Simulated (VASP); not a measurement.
Input of a VASP 6.6.1 run:

File POSCAR:

```
BaS
1.0
    3.2126964543      3.2126964543      0.0000000000
   -3.2126964543      3.2126964543      0.0000000000
    0.0000000000      3.2126964543      3.2126964543
Ba S
1 1
Direct
    0.0000000000      0.0000000000      0.0000000000
    0.5000000000      0.5000000000      0.0000000000
```

INCAR.step1

```
SYSTEM = BaS
PREC = Accurate ; ENCUT = 520
ISMEAR = -1 ; SIGMA = 0.08
LREAL = .FALSE. ; LASPH = .TRUE.
NELM = 80 ; NBANDS = 15
GGA = PE ; ALGO = Normal
EDIFF = 1E-4 ; LWAVE = .TRUE.
LCHARG = .FALSE.
```

File INCAR.step2:

```
SYSTEM = BaS
PREC = Accurate ; ENCUT = 520
EDIFF = 1E-6 ; ISMEAR = -1
SIGMA = 0.08 ; LREAL = .FALSE.
LASPH = .TRUE. ; NELM = 80
ALGO = Normal ; ISIF = 2
LWAVE = .FALSE. ; LCHARG = .TRUE.
METAGGA = R2SCAN ; LMIXTAU = .TRUE.
LELF = .TRUE. ; LVHAR = .TRUE.
NBANDS = 15 ; ISTART = 1
```

KPOINTS

```
Automatic mesh
0
G
  10 10 10
  0 0 0
```

Potentials or basis: VASP PAW PBE potentials, release 64 (Ba_sv, S).

Command:

```console
$ cat potpaw_PBE.64/Ba_sv/POTCAR potpaw_PBE.64/S/POTCAR > POTCAR
$ cp INCAR.step1 INCAR
$ mpirun -np 1 vasp_std > vasp.out
$ cp INCAR.step2 INCAR
$ mpirun -np 1 vasp_std > vasp.out
```

(1) Predict the band gap on the k mesh.

(2) Predict the pressure.

Answers

(1) 2.49 eV (least direct gap 2.64 eV).

(2) 0.5 GPa.

Caveat: the PAW data sets were made with another functional, which shifts forces and pressure a little; spin-orbit coupling is left out, which moves the levels of the heavy elements.
